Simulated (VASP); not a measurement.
# Li (Fm-3m) in VASP: a series of runs

Li is run at these levels: PBE; tasks: single point.

Everything below comes from runs of VASP 6.6.1. Logs are shortened: lines on timing, memory, paths and dates and some standing lists are left out, and cuts for length are marked.

## (1) The cell of the first run

Symmetry: Fm-3m, No. 225, cubic system. Conventional cell: a = 4.404 Å, b = 4.404 Å, c = 4.404 Å, α = 90.00°, β = 90.00°, γ = 90.00°. Li (site symmetry m-3m) has 12 Li at 3.11 Å within 4.1 Å.

This isn't the form of Li at room conditions, which is bcc.

## (2) Single point, PBE

The input, INCAR:

```
PREC     = Accurate       # precision mode
ENCUT    = 520            # plane-wave cutoff, eV
EDIFF    = 1E-6           # SCF threshold, eV
ISMEAR   = -1             # smearing method
SIGMA    = 0.05           # smearing width, eV
LREAL    = F              # projectors in reciprocal space
LASPH    = T              # aspherical terms in the spheres
NELM     = 80             # most SCF steps
ALGO     = Normal         # electronic algorithm
ISIF     = 2              # what is computed and relaxed
LWAVE    = F              # write WAVECAR
LCHARG   = F              # write CHGCAR
GGA      = PE             # functional
NBANDS   = 8              # bands
```

The input, KPOINTS:

```
Automatic mesh
0
Gamma
  5 5 5
```

The input, POSCAR:

```
Li
1.0
    0.0000000000      2.2020000000      2.2020000000
    2.2020000000      0.0000000000      2.2020000000
    2.2020000000      2.2020000000      0.0000000000
Li
1
Direct
    0.0000000000      0.0000000000      0.0000000000
```

Potentials or basis: VASP PAW PBE potentials, release 64 (Li_sv).

Run with:

```sh
> cat potpaw_PBE.64/Li_sv/POTCAR > POTCAR
> mpirun -np 1 vasp_std > vasp.out
```

OUTCAR:

```text
PREC = Accurate
   ENCUT = 520
   EDIFF = 1E-6
   ISMEAR = -1
   LREAL = F
   LASPH = T
   NELM = 80
   ISIF = 2
   GGA = PE

 ion  position               nearest neighbor table
   1  0.000  0.000  0.000-

  LATTYP: Found a face centered cubic cell.
 ALAT       =     4.4040000000

  Lattice vectors:

 A1 = (   0.0000000000,   2.2020000000,   2.2020000000)
 A2 = (   2.2020000000,   0.0000000000,   2.2020000000)
 A3 = (   2.2020000000,   2.2020000000,   0.0000000000)

Analysis of symmetry for initial positions (statically):
=====================================================================
 Subroutine PRICEL returns:
 Original cell was already a primitive cell.

 Routine SETGRP: Setting up the symmetry group for a
 face centered cubic supercell.

 Subroutine GETGRP returns: Found 48 space group operations
 (whereof 48 operations were pure point group operations)
 out of a pool of 48 trial point group operations.

The static configuration has the point symmetry O_h .

Analysis of symmetry for dynamics (positions and initial velocities):
=====================================================================
 Subroutine PRICEL returns:
 Original cell was already a primitive cell.

 Routine SETGRP: Setting up the symmetry group for a
 face centered cubic supercell.

 Subroutine GETGRP returns: Found 48 space group operations
 (whereof 48 operations were pure point group operations)
 out of a pool of 48 trial point group operations.

The dynamic configuration has the point symmetry O_h .

 Subroutine INISYM returns: Found 48 space group operations
 (whereof 48 operations are pure point group operations),
 and found     1 'primitive' translations

----------------------------------------------------------------------------------------

                                     Primitive cell

  volume of cell :      21.3541

  direct lattice vectors                    reciprocal lattice vectors
     0.000000000  2.202000000  2.202000000    -0.227066303  0.227066303  0.227066303
     2.202000000  0.000000000  2.202000000     0.227066303 -0.227066303  0.227066303
     2.202000000  2.202000000  0.000000000     0.227066303  0.227066303 -0.227066303

  length of vectors
     3.114098264  3.114098264  3.114098264     0.393290374  0.393290374  0.393290374

  position of ions in fractional coordinates (direct lattice)
     0.000000000  0.000000000  0.000000000

  ion indices of the primitive-cell ions
   primitive index   ion index
                 1           1

[... 56 lines left out ...]
   EDIFF  = 0.1E-05   stopping-criterion for ELM
   LREAL  =      F    real-space projection
   EDIFFG = 0.1E-04   stopping-criterion for IOM
   NSW    =      0    number of steps for IOM
   IBRION =     -1    ionic relax: 0-MD 1-quasi-New 2-CG
   NFREE  =      0    steps in history (QN), initial steepest desc. (CG)
   ISIF   =      2    stress and relaxation
   ISYM   =      2    0-nonsym 1-usesym 2-fastsym
   POTIM  = 0.5000    time-step for ionic-motion
   TEBEG  =    0.0;   TEEND  =   0.0 temperature during run
   PSTRESS=    0.0 pullay stress
   NELECT =       3.0000    total number of electrons
   NUPDOWN=      -1.0000    fix difference up-down
   EMIN   =  10.00;   EMAX   =-10.00  energy-range for DOS
   EFERMI =   0.00;   METHOD = LEGACY
   ISMEAR =    -1;   SIGMA  =   0.05  broadening in eV -4-tet -1-fermi 0-gaus
   EFERMI_NEDOS =   21; number of points for ismear=-14 and -15
   IALGO  =     38    algorithm
   IMIX   =      4    mixing-type and parameters
     AMIX     =   0.40;   BMIX     =  1.00
     AMIX_MAG =   1.60;   BMIX_MAG =  1.00
  volume/ion in A,a.u.               =      21.35       144.10
  Fermi-wavevector in a.u.,A,eV,Ry     =   0.851049  1.608250  9.854489  0.724285
  Thomas-Fermi vector in A             =   1.967122
   LORBIT       =      0    0 simple, 1 ext, 2 COOP (PROOUT), +10 PAW based schemes
   GGA     = PE    functional components
   LHFCALC =     F    Hartree Fock is set to
   AEXX    =    0.0000 exact exchange contribution
   IVDW    =     0    specifies the selected vdW correction
   LEPSILON=     F    determine dielectric tensor
   LRPA    =     F    only Hartree local field effects (RPA)
 non-spin polarized calculation
  energy-cutoff  :      520.00
  volume of cell :       21.35
 maximum number of plane-waves:       589
   NGX = 11   NGY = 11   NGZ = 11

 number of electron       3.0000005 magnetization

 Free energy of the ion-electron system (eV)
  ---------------------------------------------------
  ext. energy  EPLUGINS =         0.00000000
  ---------------------------------------------------
  free energy    TOTEN  =        -1.95330013 eV

  energy without entropy =       -1.94999217  energy(sigma->0) =       -1.95164615

 E-fermi :   0.7385     XC(G=0):  -6.9187

 val. band max:        0.7219032402   @ k =   0.4000   0.4000   0.0000
 cond. band min:       1.1512800210   @ k =  -0.4000   0.2000   0.0000
 fundamental gap:      0.4293767808
 Fermi energy:         0.7385131449

 k-point     1 :       0.0000    0.0000    0.0000
  band No.  band energies     occupation
      1     -46.1276      2.00000
      2      -3.0096      2.00000
      3      14.3128      0.00000
      4      14.3129      0.00000
      5      14.3129      0.00000
      6      18.1166      0.00000
      7      18.1166      0.00000
      8      18.1166      0.00000
[... 89 lines left out ...]
 k-point    10 :      -0.4000    0.4000    0.2000
  band No.  band energies     occupation
      1     -46.1095      2.00000
      2       1.6876      0.00000
      3       4.9999      0.00000
      4       6.4984      0.00000
      5       9.2442      0.00000
      6      16.3189      0.00000
      7      17.3824      0.00000
      8      21.2748      0.00000

------------------------ aborting loop because EDIFF is reached ----------------------------------------

  FORCE on cell =-STRESS in cart. coord.  units (eV):
  Direction    XX          YY          ZZ          XY          YZ          ZX
  --------------------------------------------------------------------------------------
  -------------------------------------------------------------------------------------
  Total       -0.1132475     -0.1132475     -0.1132475     -0.0000000     -0.0000000     -0.0000000
  in kB       -8.4968346     -8.4968346     -8.4968346     -0.0000000     -0.0000000     -0.0000000
  external PRESSURE =      -8.4968346 kB  Pullay stress =       0.0000000 kB

 VOLUME and BASIS-vectors are now :
 -----------------------------------------------------------------------------
  energy-cutoff  :      520.00
  volume of cell :       21.35
      direct lattice vectors                 reciprocal lattice vectors
     0.000000000  2.202000000  2.202000000    -0.227066303  0.227066303  0.227066303
     2.202000000  0.000000000  2.202000000     0.227066303 -0.227066303  0.227066303
     2.202000000  2.202000000  0.000000000     0.227066303  0.227066303 -0.227066303

 POSITION                                       TOTAL-FORCE (eV/Angst)
 -----------------------------------------------------------------------------------
      0.00000      0.00000      0.00000        -0.000000     -0.000000      0.000000
 -----------------------------------------------------------------------------------
    total drift:                               -0.000000      0.000000     -0.000000

  FREE ENERGIE OF THE ION-ELECTRON SYSTEM (eV)
  ---------------------------------------------------
  free  energy   TOTEN  =        -1.9533001345 eV

  energy  without entropy=       -1.9499921690  energy(sigma->0) =       -1.95164615
```

Run time: 2.8 s. Hardware: 1 thread of Intel Xeon 8259CL, shared host; peak memory 0.12 GiB.

Results:

```
Free energy            : -1.9533 eV
Band gap on the k mesh : zero (an odd number of electrons rules out a gap without spin polarisation)
```

Caveat: the k points lie up to 0.49 Å⁻¹ apart, too coarse for converged energies and pressures of a metal; the cutoff is under 1.25 times the usual one of these potentials, so pressure, stress and relaxed cells hold a basis-set (Pulay) error.

## (3) Single point, PBE

The input, INCAR:

```
ALGO = Normal ; EDIFF = 1E-6
ENCUT = 520 ; GGA = PE
ISIF = 2 ; ISMEAR = -1
LASPH = T ; LCHARG = F
LREAL = F ; LWAVE = F
NBANDS = 8 ; NELM = 80
PREC = Accurate ; SIGMA = 0.05
```

The input, KPOINTS:

```
k-points
0
Gamma
  12 12 12
```

POSCAR is that of step 2.

Potentials or basis: VASP PAW PBE potentials, release 64 (Li_sv).

Run with:

```sh
> cat potpaw_PBE.64/Li_sv/POTCAR > POTCAR
> mpirun -np 1 vasp_std > vasp.out
```

OUTCAR:

```text
EDIFF = 1E-6
   ENCUT = 520
   GGA = PE
   ISIF = 2
   ISMEAR = -1
   LASPH = T
   LREAL = F
   NELM = 80
   PREC = Accurate

 ion  position               nearest neighbor table
   1  0.000  0.000  0.000-

  LATTYP: Found a face centered cubic cell.
 ALAT       =     4.4040000000

  Lattice vectors:

 A1 = (   0.0000000000,   2.2020000000,   2.2020000000)
 A2 = (   2.2020000000,   0.0000000000,   2.2020000000)
 A3 = (   2.2020000000,   2.2020000000,   0.0000000000)

Analysis of symmetry for initial positions (statically):
=====================================================================
 Subroutine PRICEL returns:
 Original cell was already a primitive cell.

 Routine SETGRP: Setting up the symmetry group for a
 face centered cubic supercell.

 Subroutine GETGRP returns: Found 48 space group operations
 (whereof 48 operations were pure point group operations)
 out of a pool of 48 trial point group operations.

The static configuration has the point symmetry O_h .

Analysis of symmetry for dynamics (positions and initial velocities):
=====================================================================
 Subroutine PRICEL returns:
 Original cell was already a primitive cell.

 Routine SETGRP: Setting up the symmetry group for a
 face centered cubic supercell.

 Subroutine GETGRP returns: Found 48 space group operations
 (whereof 48 operations were pure point group operations)
 out of a pool of 48 trial point group operations.

The dynamic configuration has the point symmetry O_h .

 Subroutine INISYM returns: Found 48 space group operations
 (whereof 48 operations are pure point group operations),
 and found     1 'primitive' translations

----------------------------------------------------------------------------------------

                                     Primitive cell

  volume of cell :      21.3541

  direct lattice vectors                    reciprocal lattice vectors
     0.000000000  2.202000000  2.202000000    -0.227066303  0.227066303  0.227066303
     2.202000000  0.000000000  2.202000000     0.227066303 -0.227066303  0.227066303
     2.202000000  2.202000000  0.000000000     0.227066303  0.227066303 -0.227066303

  length of vectors
     3.114098264  3.114098264  3.114098264     0.393290374  0.393290374  0.393290374

  position of ions in fractional coordinates (direct lattice)
     0.000000000  0.000000000  0.000000000

  ion indices of the primitive-cell ions
   primitive index   ion index
                 1           1

----------------------------------------------------------------------------------------

 KPOINTS: k-points

Automatic generation of k-mesh.
 Grid dimensions read from file:
 generate k-points for:   12   12   12

 Generating k-lattice:

  Cartesian coordinates                     Fractional coordinates (reciprocal lattice)
    -0.018922192  0.018922192  0.018922192     0.083333333  0.000000000  0.000000000
     0.018922192 -0.018922192  0.018922192     0.000000000  0.083333333  0.000000000
     0.018922192  0.018922192 -0.018922192     0.000000000  0.000000000  0.083333333

  Length of vectors
     0.032774198  0.032774198  0.032774198

  Shift w.r.t. Gamma in fractional coordinates (k-lattice)
     0.000000000  0.000000000  0.000000000

 Subroutine IBZKPT returns following result:
 ===========================================

 Found     72 irreducible k-points:

 Following reciprocal coordinates:
            Coordinates               Weight
  0.000000  0.000000  0.000000      1.000000
  0.083333  0.000000  0.000000      8.000000
  0.166667  0.000000  0.000000      8.000000
  0.250000  0.000000  0.000000      8.000000
  0.333333  0.000000  0.000000      8.000000
  0.416667  0.000000  0.000000      8.000000
[... 16 lines left out ...]
  0.500000  0.166667  0.000000     24.000000
 -0.416667  0.166667  0.000000     24.000000
 [... further k-points ...]
   k-points           NKPTS =     72   k-points in BZ     NKDIM =     72   number of bands    NBANDS=      8
   number of dos      NEDOS =    301   number of ions     NIONS =      1
   total plane-waves  NPLWV =  13824
   dimension x,y,z NGX =    24 NGY =   24 NGZ =   24
   dimension x,y,z NGXF=    48 NGYF=   48 NGZF=   48
   ions per type =               1
   NGX,Y,Z   is equivalent  to a cutoff of  12.81, 12.81, 12.81 a.u.
   NGXF,Y,Z  is equivalent  to a cutoff of  25.62, 25.62, 25.62 a.u.
 SYSTEM =  unknown system
   PREC   = accura    normal or accurate (medium, high low for compatibility)
   ISTART =      0    job   : 0-new  1-cont  2-samecut
   ICHARG =      2    charge: 1-file 2-atom 10-const
   ISPIN  =      1    spin polarized calculation?
   LNONCOLLINEAR =      F non collinear calculations
   LSORBIT =      F    spin-orbit coupling
   LASPH  =      T    aspherical Exc in radial PAW
   ENCUT  =  520.0 eV  38.22 Ry    6.18 a.u.   5.79  5.79  5.79*2*pi/ulx,y,z
   NELM   =     80;   NELMIN=  2; NELMDL= -5     # of ELM steps
   EDIFF  = 0.1E-05   stopping-criterion for ELM
   LREAL  =      F    real-space projection
   EDIFFG = 0.1E-04   stopping-criterion for IOM
   NSW    =      0    number of steps for IOM
   IBRION =     -1    ionic relax: 0-MD 1-quasi-New 2-CG
   NFREE  =      0    steps in history (QN), initial steepest desc. (CG)
   ISIF   =      2    stress and relaxation
   ISYM   =      2    0-nonsym 1-usesym 2-fastsym
   POTIM  = 0.5000    time-step for ionic-motion
   TEBEG  =    0.0;   TEEND  =   0.0 temperature during run
   PSTRESS=    0.0 pullay stress
   NELECT =       3.0000    total number of electrons
   NUPDOWN=      -1.0000    fix difference up-down
   EMIN   =  10.00;   EMAX   =-10.00  energy-range for DOS
   EFERMI =   0.00;   METHOD = LEGACY
   ISMEAR =    -1;   SIGMA  =   0.05  broadening in eV -4-tet -1-fermi 0-gaus
   EFERMI_NEDOS =   21; number of points for ismear=-14 and -15
   IALGO  =     38    algorithm
   IMIX   =      4    mixing-type and parameters
     AMIX     =   0.40;   BMIX     =  1.00
     AMIX_MAG =   1.60;   BMIX_MAG =  1.00
  volume/ion in A,a.u.               =      21.35       144.10
  Fermi-wavevector in a.u.,A,eV,Ry     =   0.851049  1.608250  9.854489  0.724285
  Thomas-Fermi vector in A             =   1.967122
   LORBIT       =      0    0 simple, 1 ext, 2 COOP (PROOUT), +10 PAW based schemes
   GGA     = PE    functional components
   LHFCALC =     F    Hartree Fock is set to
   AEXX    =    0.0000 exact exchange contribution
   IVDW    =     0    specifies the selected vdW correction
   LEPSILON=     F    determine dielectric tensor
   LRPA    =     F    only Hartree local field effects (RPA)
 non-spin polarized calculation
  energy-cutoff  :      520.00
  volume of cell :       21.35
 maximum number of plane-waves:       589
   NGX = 11   NGY = 11   NGZ = 11

 number of electron       3.0000005 magnetization

 Free energy of the ion-electron system (eV)
  ---------------------------------------------------
  ext. energy  EPLUGINS =         0.00000000
  ---------------------------------------------------
  free energy    TOTEN  =        -1.90715075 eV

  energy without entropy =       -1.90259748  energy(sigma->0) =       -1.90487412

 E-fermi :   0.4133     XC(G=0):  -6.9186

 val. band max:        0.3878167547   @ k =   0.5000   0.2500   0.0833
 cond. band min:       0.4877380709   @ k =   0.5000   0.0000   0.0000
 fundamental gap:      0.0999213162
 Fermi energy:         0.4133044833

 k-point     1 :       0.0000    0.0000    0.0000
  band No.  band energies     occupation
      1     -46.1332      2.00000
      2      -3.0089      2.00000
      3      14.3123      0.00000
      4      14.3124      0.00000
      5      14.3124      0.00000
      6      18.1190      0.00000
      7      18.1190      0.00000
      8      18.1191      0.00000

 k-point     2 :       0.0833    0.0000    0.0000
  band No.  band energies     occupation
      1     -46.1322      2.00000
      2      -2.8874      2.00000
      3      13.0668      0.00000
      4      14.0540      0.00000
      5      14.0541      0.00000
      6      17.3583      0.00000
      7      18.5802      0.00000
      8      18.5802      0.00000
[... 221 lines left out ...]
 k-point    23 :       0.5000    0.1667    0.0000
  band No.  band energies     occupation
      1     -46.1175      2.00000
      2       0.6967      0.00689
      3       3.9051      0.00000
      4      10.3967      0.00000
      5      10.9386      0.00000
      6      14.3036      0.00000
      7      19.4719      0.00000
      8      20.2145      0.00000

 k-point    24 :      -0.4167    0.1667    0.0000
  band No.  band energies     occupation
      1     -46.1172      2.00000
      2       0.9525      0.00004
      3       3.5308      0.00000
      4       9.8514      0.00000
      5      11.4232      0.00000
      6      14.6493      0.00000
      7      18.8639      0.00000
      8      21.0527      0.00000

 [... further k-points ...]
[... 5 lines left out ...]
  --------------------------------------------------------------------------------------
  -------------------------------------------------------------------------------------
  Total       -0.0983053     -0.0983053     -0.0983053      0.0000000      0.0000000     -0.0000000
  in kB       -7.3757372     -7.3757372     -7.3757372      0.0000000      0.0000000     -0.0000000
  external PRESSURE =      -7.3757372 kB  Pullay stress =       0.0000000 kB

 VOLUME and BASIS-vectors are now :
 -----------------------------------------------------------------------------
  energy-cutoff  :      520.00
  volume of cell :       21.35
      direct lattice vectors                 reciprocal lattice vectors
     0.000000000  2.202000000  2.202000000    -0.227066303  0.227066303  0.227066303
     2.202000000  0.000000000  2.202000000     0.227066303 -0.227066303  0.227066303
     2.202000000  2.202000000  0.000000000     0.227066303  0.227066303 -0.227066303

 POSITION                                       TOTAL-FORCE (eV/Angst)
 -----------------------------------------------------------------------------------
      0.00000      0.00000      0.00000         0.000000      0.000000      0.000000
 -----------------------------------------------------------------------------------
    total drift:                               -0.000000      0.000000     -0.000000

  FREE ENERGIE OF THE ION-ELECTRON SYSTEM (eV)
  ---------------------------------------------------
  free  energy   TOTEN  =        -1.9071507534 eV

  energy  without entropy=       -1.9025974840  energy(sigma->0) =       -1.90487412
```

stdout:

```text
POSCAR found type information on POSCAR Li
 POSCAR found :  1 types and       1 ions
 scaLAPACK will be used
 LDA part: xc-table for (Slater+PW92), standard interpolation
 POSCAR, INCAR and KPOINTS ok, starting setup
 FFT: planning ... GRIDC
 FFT: planning ... GRID_SOFT
 FFT: planning ... GRID
 WAVECAR not read
 entering main loop
```

Run time: 9.3 s. Hardware: 1 thread of Intel Xeon 8259CL, shared host; peak memory 0.13 GiB.

Results:

- Free energy: -1.9072 eV
- Band gap on the k mesh: zero (an odd number of electrons rules out a gap without spin polarisation)

Caveat: the cutoff is under 1.25 times the usual one of these potentials, so pressure, stress and relaxed cells hold a basis-set (Pulay) error.
